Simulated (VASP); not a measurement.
WC: single point with HSE06

WC:

```
W C
1.0
     1.64035   -2.11804    0.00000
     1.64035    2.11804    0.00000
     0.00000    0.00000    4.30942
W C
1 1
Cartesian
  1.6403 0.0000 2.1547
  0.0000 0.0000 0.0000
```

- Program: VASP 6.6.1
- Task: single point
- Functional: HSE06
- Potentials or basis: VASP PAW PBE potentials, release 64 (W_sv, C)
- Cutoff: 520 eV
- k mesh: 5 × 5 × 3
- Occupations: gaussian, width 0.05 eV
- Spin: no spin polarisation

The pressure is -41.0 GPa and the band gap on the k mesh is zero (bands 9 and 10 overlap by 4.82 eV).

Stress tensor (GPa, compression positive):
```
-39.78   0.00   0.00
  0.00  -7.08   0.00
  0.00   0.00 -76.06
```

Levels at points of the mesh, in eV from the Fermi level:
```tsv
k point	band 7	band 8	band 9	band 10	band 11	band 12
(0.00, 0.00, 0.00)	-4.33	-3.98	2.24	2.28	2.47	3.20
```

It took 4.9 min on 1 thread of Intel(R) Xeon(R) 6975P-C (Granite Rapids), on a shared host, peak memory 0.25 GiB.

Caveat: the k points lie up to 0.49 Å⁻¹ apart, too coarse for converged energies and pressures of a metal; the PAW data sets were made with another functional, which shifts forces and pressure a little; spin-orbit coupling is left out, which moves the levels of the heavy elements.
